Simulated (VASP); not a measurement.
Input of a VASP 6.6.1 run:

The input POSCAR:

```
C
1.0
    2.5033890674      0.0000000000      0.0000000000
   -1.2516945337      2.1679985279      0.0000000000
    0.0000000000      0.0000000000      4.1271665148
C
4
Direct
    0.3333333333      0.6666666667     -0.0002547465
    0.6666666667      0.3333333333      0.4997452535
    0.3333333333      0.6666666667      0.3742547465
    0.6666666667      0.3333333333      0.8742547465
```

File INCAR.step1:

```
SYSTEM = C
  PREC = Accurate
  ENCUT = 1430
  ISMEAR = 0
  SIGMA = 0.02
  LREAL = .FALSE.
  LASPH = .TRUE.
  NELM = 120
  NBANDS = 16
  GGA = PE
  ALGO = Normal
  EDIFF = 1E-5
  LWAVE = .TRUE.
  LCHARG = .FALSE.
  GGA_COMPAT = .FALSE.
```

File INCAR.step2:

```
SYSTEM = C
  PREC = Accurate
  ENCUT = 1430
  EDIFF = 1E-6
  ISMEAR = 0
  SIGMA = 0.02
  LREAL = .FALSE.
  LASPH = .TRUE.
  NELM = 120
  ALGO = Normal
  ISIF = 2
  LWAVE = .FALSE.
  LCHARG = .TRUE.
  METAGGA = R2SCAN
  LMIXTAU = .TRUE.
  LELF = .TRUE.
  LVHAR = .TRUE.
  NBANDS = 16
  ISTART = 1
  GGA_COMPAT = .FALSE.
```

Contents of KPOINTS:

```
Automatic mesh
0
G
  9 9 6
  0 0 0
```

Potentials or basis: VASP PAW PBE potentials, release 64 (C_h).

The run is started by

```bash
$ cat potpaw_PBE.64/C_h/POTCAR > POTCAR
$ cp INCAR.step1 INCAR
$ mpirun -np 1 vasp_std > vasp.out
$ cp INCAR.step2 INCAR
$ mpirun -np 1 vasp_std > vasp.out
```

(1) Estimate the pressure.

(2) What does it give for the band gap on the k mesh?

Answers

(1) 4.1 GPa.

(2) 3.56 eV (least direct gap 5.11 eV).

Caveat: the cell differs from its parent crystal (strained cell); the stress differs along the axes, from -1 to 13 GPa; the PAW data sets were made with another functional, which shifts forces and pressure a little.
